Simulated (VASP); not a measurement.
Crystal: ZrC.

```
Zr C
1.0
     0.00000    2.36500    2.36500
     2.36500    0.00000    2.36500
     2.36500    2.36500    0.00000
Zr C
1 1
Direct
  0.50000 0.50000 0.50000
  0.00000 0.00000 0.00000
```

```yaml
Program: VASP 6.6.1
Task: relaxation of cell and atoms
Functional: BLYP
Dispersion: D3(BJ)
Potentials_or_basis: VASP PAW PBE potentials, release 64 (Zr_sv, C)
Cutoff: 600 eV
k_mesh: 10 × 10 × 10
Occupations: fermi-dirac, width 0.05 eV
Spin: no spin polarisation
```

At the start: pressure -6.9 GPa; volume 13.23 Å³/atom.

**Question.** Where does the relaxation end?

**Answer.** Over 3 steps the energy falls by 9.3 meV/atom and the volume is 12.81 Å³/atom (-3.1 %); space group Fm-3m (No. 225, to 0.05 Å).

The path:
| step | energy change (eV) | largest force (eV/Å) | pressure (GPa) | volume (Å³) |
| --- | --- | --- | --- | --- |
| 1 | 0.0000 | 0.0000 | -6.89 | 26.46 |
| 2 | 0.0310 | 0.0000 | 12.98 | 24.34 |
| 3 | -0.0186 | 0.0000 | -0.11 | 25.63 |

Final structure:
```
CELL_PARAMETERS angstrom
0.00000 2.34006 2.34006
2.34006 0.00000 2.34006
2.34006 2.34006 0.00000
ATOMIC_POSITIONS crystal
Zr 0.50000 0.50000 0.50000
C 0.00000 0.00000 0.00000
```

Caveat: the PAW data sets were made with another functional, which shifts forces and pressure a little; pairwise dispersion overbinds metals, which lowers pressure and volume.
